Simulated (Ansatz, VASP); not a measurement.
**Al2Pt in VASP and in Ansatz**

```xyz
3
Lattice="0.0000 2.8918 2.8918 2.8918 0.0000 2.8918 2.8918 2.8918 0.0000" Properties=species:S:1:pos:R:3 pbc="T T T"
Al    1.4459    1.4459    1.4459
Al    4.3377    4.3377    4.3377
Pt    0.0000    0.0000    0.0000
```

Alike in both runs: task single point; functional PBE; k mesh 12 × 12 × 12; occupations gaussian, width 0.1 eV; no spin polarisation.

|  | VASP | Ansatz |
| --- | --- | --- |
| version | VASP 6.6.1 | Ansatz 0.2.0 |
| potentials or method | VASP PAW PBE potentials, release 64 (Al, Pt), cutoff 520 eV | scalar-relativistic, plane waves, PAW |
| valence electrons in the cell | 16 | 24 |

|  | VASP | Ansatz | Ansatz less VASP |
| --- | --- | --- | --- |
| gap on the k mesh at the Fermi level (eV) | none | none | - |
| pressure (GPa) | 12.8 | 13.0 | +0.18 |

A gap of «none» marks a metal or a gap that the smearing closes. VASP's potentials hold 16 valence electrons a cell and Ansatz's 24, so a difference there can come from the potentials and not from the codes.

Neither program's run includes spin-orbit coupling.
